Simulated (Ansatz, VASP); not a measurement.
# One calculation of KH3Pt8, two programs

File INCAR:

```
SYSTEM = KH3Pt8
PREC = Accurate
ENCUT = 520
EDIFF = 1E-6
ISMEAR = 0
SIGMA = 0.0893
LREAL = .False.
LASPH = .True.
NELM = 100
ALGO = Normal
ISIF = 2
LWAVE = .False.
LCHARG = .False.
NBANDS = 58
```

Contents of KPOINTS:

```
Automatic mesh
0
Gamma
  5 5 3
  0 0 0
```

Contents of POSCAR:

```
KH3Pt8
1.0
    4.7568070000      3.0361420000      0.0000000000
    4.7568070000     -3.0361420000      0.0000000000
    0.7401530000      0.0000000000     -8.4600010000
H Pt K
3 8 1
Direct
    0.6200000000      0.6200000000      0.7100000000
    0.3800000000      0.3800000000      0.2900000000
    0.0000000000      0.0000000000      0.5000000000
    0.2200000000      0.2200000000      0.4600000000
    0.7800000000      0.7800000000      0.5400000000
    0.2700000000      0.7700000000      0.6800000000
    0.2300000000      0.7300000000      0.3200000000
    0.7300000000      0.2300000000      0.3200000000
    0.7700000000      0.2700000000      0.6800000000
    0.6900000000      0.6900000000      0.9000000000
    0.3100000000      0.3100000000      0.1000000000
    0.0000000000      0.0000000000      0.0000000000
```

Input for Ansatz:

```yaml
crystal:
  lattice:
    - [4.756807, 3.036142, 0.0]
    - [4.756807, -3.036142, 0.0]
    - [0.740153, 0.0, -8.460001]
  atoms:
    - { symbol: H, position: [0.62, 0.62, 0.71] }
    - { symbol: H, position: [0.38, 0.38, 0.29] }
    - { symbol: Pt, position: [0.22, 0.22, 0.46] }
    - { symbol: Pt, position: [0.78, 0.78, 0.54] }
    - { symbol: H, position: [0.0, 0.0, 0.5] }
    - { symbol: K, position: [0.0, 0.0, 0.0] }
    - { symbol: Pt, position: [0.27, 0.77, 0.68] }
    - { symbol: Pt, position: [0.23, 0.73, 0.32] }
    - { symbol: Pt, position: [0.73, 0.23, 0.32] }
    - { symbol: Pt, position: [0.77, 0.27, 0.68] }
    - { symbol: Pt, position: [0.69, 0.69, 0.9] }
    - { symbol: Pt, position: [0.31, 0.31, 0.1] }
  symmetry: { tolerance: 0.0003 }
kpoints:
  mp_grid: { grid: [5, 5, 3], shift: [0, 0, 0] }
  band_path:
    path:
      - [0.0, 0.0, 0.0]
      - [0.35262771, -0.35262771, 0.0]
      - [-0.35262771, -0.64737229, 0.0]
      - [-0.5, -0.5, 0.0]
      - [0.0, 0.0, 0.0]
      - [-0.5, -0.5, -0.5]
      - [-0.34260744, -0.65739256, -0.5]
      - [0.34260744, -0.34260744, -0.5]
      - [0.0, 0.0, -0.5]
      - [0.0, 0.0, 0.0]
      - [0.0, -0.5, -0.5]
    npoints: 6
magnetization:
  spin_polarized: false
scf:
  occupations: { method: gaussian, width: 0.0893 }
  lower_state_search: "off"
  max_iter: 200
hamiltonian:
  pseudopotentials: { kind: paw }
  xc: lda
basis:
  ecutwfc: 420
  fft_grid_basis: typed
output:
  forces: true
  stress: true
  eigenvalues: true
  populations: true
  elf: true
  write_potential: true
  volumetric_format: npy
  dos:
    e_range: [-12, 8]
    de: 0.05
    projected: { site_lists: { H: [H], K: [K], Pt: [Pt] } }
checkpoint:
  read: saved_state
```

Alike in both runs: task single point; functional LDA; k mesh 5 × 5 × 3; occupations gaussian, width 0.0893 eV; no spin polarisation.

```csv
,VASP,Ansatz
version,VASP 6.6.1,Ansatz 0.2.0
potentials or method,"VASP PAW LDA potentials, release 64 (H, Pt, K_sv), cutoff 520 eV",PAW plane waves
valence electrons in the cell,92,156
```

Ansatz gave:

| Item | Value |
| --- | --- |
| pressure (GPa) | -19.8 |
| rms of the force components (eV/Å) | 0.680 |

Task: What did VASP give for the same quantities?

Result: Pressure (GPa): -19.5; rms of the force components (eV/Å): 0.670.

LDA's correlation is that of Perdew and Zunger in VASP and of Perdew and Wang (1992) in Ansatz. VASP's potentials hold 92 valence electrons a cell and Ansatz's 156, so a difference there can come from the potentials and not from the codes.

Neither program's run includes spin-orbit coupling.
